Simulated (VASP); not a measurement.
Co:

```
Co
1.0
     2.48736    0.00000    0.00000
    -1.24368    2.15412    0.00000
     0.00000    0.00000    4.06329
Co
2
Direct
  0.33333 0.66667 0.74014
  0.66667 0.33333 0.25986
```

Base run:

* Program: VASP 6.6.1
* Functional: PBEsol
* Potentials or basis: VASP PAW PBE potentials, release 64 (Co)
* Cutoff: 520 eV
* k mesh: 10 × 10 × 6
* Occupations: fermi-dirac, width 0.05 eV
* Spin: collinear spin, ferromagnetic start
* Starting moments: [1.5, 1.5] μB
* Fixed moment: 3 μB

Its results: pressure -12.0 GPa; site moments Co +1.52 μB; largest force 0.482 eV/Å.

The run is repeated on the same cell with these changes: fixed moment from 3 μB to 1 μB; moments at the start from [1.5, 1.5] to [0.5, 0.5]. What comes out?

Pressure -20.5 GPa; site moments Co +0.51 μB; largest force 0.524 eV/Å.

Caveats: the cell stands under tension; the PAW data sets were made with another functional, which shifts forces and pressure a little; the total moment is fixed, so each spin has its own Fermi level and the state may be an excited one.
